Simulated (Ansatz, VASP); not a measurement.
# One calculation of WS2, two programs

INCAR

```
ALGO = Normal
EDIFF = 1E-7
ENCUT = 520
GGA = PE
ISIF = 2
ISMEAR = 0
LASPH = T
LCHARG = T
LELF = T
LREAL = F
LVHAR = T
LWAVE = F
NBANDS = 35
NELM = 100
PREC = Accurate
SIGMA = 0.02
```

File KPOINTS:

```
k-points
0
Gamma
  12 12 4
```

The input POSCAR:

```
WS2
1.0
    3.1799996605      0.0000000000      0.0000000000
   -1.5899998303      2.7539604900      0.0000000000
    0.0000000000      0.0000000000     12.5000000000
W S
2 4
Direct
    0.3333333333      0.6666666667      0.2500000000
    0.6666666667      0.3333333333      0.7500000000
    0.3333333333      0.6666666667      0.6200000000
    0.6666666667      0.3333333333      0.1200000000
    0.3333333333      0.6666666667      0.8800000000
    0.6666666667      0.3333333333      0.3800000000
```

Input for Ansatz:

```yaml
crystal:
  lattice:
    - [3.1799996605, 0.0, 0.0]
    - [-1.5899998303, 2.75396049, 0.0]
    - [0.0, 0.0, 12.5]
  atoms:
    - { symbol: W, position: [0.3333333333, 0.6666666667, 0.25] }
    - { symbol: W, position: [0.6666666667, 0.3333333333, 0.75] }
    - { symbol: S, position: [0.3333333333, 0.6666666667, 0.62] }
    - { symbol: S, position: [0.6666666667, 0.3333333333, 0.12] }
    - { symbol: S, position: [0.3333333333, 0.6666666667, 0.88] }
    - { symbol: S, position: [0.6666666667, 0.3333333333, 0.38] }
basis:
  ecutwfc: 420
kpoints:
  mp_grid: { grid: [12, 12, 4] }
hamiltonian:
  xc: pbe
scf:
  occupations: { method: gaussian, width: 0.02 }
output:
  forces: true
  stress: true
  eigenvalues: true
  populations: true
```

Alike in both runs: task single point; functional PBE; k mesh 12 × 12 × 4; occupations gaussian, width 0.02 eV; no spin polarisation.

```csv
,VASP,Ansatz
version,VASP 6.6.1,Ansatz 0.2.0
potentials or method,"VASP PAW PBE potentials, release 64 (W_sv, S), cutoff 520 eV","scalar-relativistic, plane waves, PAW"
valence electrons in the cell,52,52
```

VASP gave:

| Property | Result |
| --- | --- |
| gap on the k mesh at the Fermi level (eV) | 1.01 |
| least direct gap on the mesh (eV) | 1.87 |
| pressure (GPa) | -3.7 |
| traceless stress, the component that is largest in VASP (GPa) | -3.28 |
| rms of the force components (eV/Å) | 0.497 |

Problem. What did Ansatz give for the same quantities?

Solution. gap on the k mesh at the Fermi level (eV): 0.99; least direct gap on the mesh (eV): 1.87; pressure (GPa): -3.7; traceless stress, the component that is largest in VASP (GPa): -3.28; rms of the force components (eV/Å): 0.498.

Atom by atom the forces differ by 0.001 eV/Å (rms over components).

Neither program's run includes spin-orbit coupling.
